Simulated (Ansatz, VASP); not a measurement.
**Two plane-wave programs on Ru**

```
CELL_PARAMETERS angstrom
1.34316 0.77547 6.41069
-1.34316 0.77547 6.41069
0.00000 -1.55095 6.41069
ATOMIC_POSITIONS crystal
Ru 0.00000 0.00000 0.00000
Ru 0.22068 0.22068 0.22068
Ru 0.77932 0.77932 0.77932
```

Alike in both runs: functional PBEsol; k mesh 21 × 21 × 21; occupations gaussian, width 0.1 eV; no spin polarisation.

Ansatz relaxed the structure, and its values are those at the end. VASP's run is a single point on that final structure, the one shown.

|  | VASP | Ansatz |
| --- | --- | --- |
| version | VASP 6.6.1 | Ansatz 0.2.0 |
| potentials or method | VASP PAW PBE potentials, release 64 (Ru_pv), cutoff 520 eV | scalar-relativistic, plane waves, PAW |
| valence electrons in the cell | 42 | 48 |

|  | VASP | Ansatz | Ansatz less VASP |
| --- | --- | --- | --- |
| gap on the k mesh at the Fermi level (eV) | none | none | - |
| pressure (GPa) | -0.1 | 0.0 | +0.06 |
| rms of the force components (eV/Å) | 0.003 | 0.001 | -0.0027 |

VASP's potentials were made for PBE, not for PBEsol. A gap of «none» marks a metal or a gap that the smearing closes. The functional is the same, so the differences come from potentials, cutoffs and numerics. VASP's potentials hold 42 valence electrons a cell and Ansatz's 48, so a difference there can come from the potentials and not from the codes.
